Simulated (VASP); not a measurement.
SrTiO3: single point with PBE

SrTiO3:

```
Sr Ti O
1.0
     3.93643    0.00000    0.00000
     0.00000    3.93643    0.00000
     0.00000    0.00000    3.93643
Sr Ti O
1 1 3
Direct
  0.00000 0.00000 0.00000
  0.50000 0.50000 0.50000
  0.50000 0.50000 0.00000
  0.50000 0.00000 0.50000
  0.00000 0.50000 0.50000
```

```json
{
 "Program": "VASP 6.6.1",
 "Task": "single point",
 "Functional": "PBE",
 "Potentials or basis": "VASP PAW PBE potentials, release 64 (Sr_sv, Ti_sv, O)",
 "Cutoff": "520 eV",
 "k mesh": "6 × 6 × 6",
 "Occupations": "fermi-dirac, width 0.02 eV",
 "Spin": "no spin polarisation",
 "Dipole correction": "no",
 "Further INCAR settings": "ALGO = Normal; EDIFF = 1e-06; NBANDS = 28"
}
```

```json
{
  "Pressure": "0.7 GPa",
  "Band gap on the k mesh": "1.81 eV, indirect (least direct gap 2.18 eV)"
}
```

Levels at points of the mesh, in eV from the valence-band top:
```
           k point  band 18  band 19  band 20  band 21  band 22  band 23
(0.00, 0.00, 0.00)    -0.37    -0.37    -0.37     1.81     1.81     1.81
(0.50, 0.00, 0.00)    -1.91    -0.73    -0.73     1.97     3.65     3.65
(0.50, 0.50, 0.00)    -1.54    -1.54    -0.09     3.66     3.66     4.10
(0.50, 0.50, 0.50)     0.00     0.00     0.00     4.31     4.31     4.31
```

Run time: 25 s on 1 thread of Intel(R) Xeon(R) 6975P-C (Granite Rapids), with other jobs on the host, peak memory 0.18 GiB.

A k mesh can miss the band edges. A hybrid or GW would open this gap; PBE tends to underestimate it.
